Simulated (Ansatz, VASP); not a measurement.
Mo in VASP and in Ansatz

```xyz
1
Lattice="0.0000 2.1890 1.7074 2.1890 0.0000 1.7074 2.1890 2.1890 0.0000" Properties=species:S:1:pos:R:3 pbc="T T T"
Mo    0.0000    0.0000    0.0000
```

Alike in both runs: task single point; functional LDA; k mesh 22 × 22 × 22; occupations gaussian, width 0.15 eV; no spin polarisation.

```csv
,VASP,Ansatz
version,VASP 6.6.1,Ansatz 0.2.0
potentials or method,"VASP PAW LDA potentials, release 64 (Mo_sv), cutoff 520 eV","scalar-relativistic, plane waves, PAW"
valence electrons in the cell,14,14
```

|  | VASP | Ansatz | Ansatz less VASP |
| --- | --- | --- | --- |
| gap on the k mesh at the Fermi level (eV) | none | none | - |
| pressure (GPa) | -18.3 | -19.2 | -0.90 |
| traceless stress, the component that is largest in VASP (GPa) | -15.33 | -15.32 | +0.009 |

LDA's correlation is that of Perdew and Zunger in VASP and of Perdew and Wang (1992) in Ansatz. A gap of «none» marks a metal or a gap that the smearing closes.
